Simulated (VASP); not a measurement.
Runs of VASP 6.6.1 on Ca. The structure is that of space group P6_3/mmc (No. 194), or close to it. The cells are those of the table. 

```tsv
task	cell	k mesh	cutoff (eV)	gap on the mesh (eV)	pressure (GPa)
relaxation of cell and atoms	relaxed from a = 3.952, b = 3.952, c = 6.453 Å, angles 90.0, 90.0, 120.0°, 2 atoms	9 × 9 × 5	600	none	0.0
single point	a = 4.073, b = 4.073, c = 6.684 Å, angles 90.0, 90.0, 120.0°, 2 atoms	11 × 11 × 6	520	none	(a)
single point	a = 3.758, b = 3.758, c = 6.167 Å, angles 90.0, 90.0, 120.0°, 2 atoms	11 × 11 × 6	520	none	2.6
single point	a = 3.922, b = 3.922, c = 6.436 Å, angles 90.0, 90.0, 120.0°, 2 atoms	11 × 11 × 6	520	none	0.0
single point	a = 3.922, b = 3.922, c = 6.436 Å, angles 90.0, 90.0, 120.0°, 2 atoms	9 × 9 × 5	520	none	0.0
```

Alike in all rows: level BLYP; potentials or basis VASP PAW PBE potentials, release 64 (Ca_sv); no spin polarisation; smearing fermi-dirac 0.1 eV.

Problem. Estimate the missing entries.

Solution. (a) -1.5.

Caveats: the PAW data sets were made with another functional, which shifts forces and pressure a little.

A gap of «none» marks levels without a gap at the run's occupations.
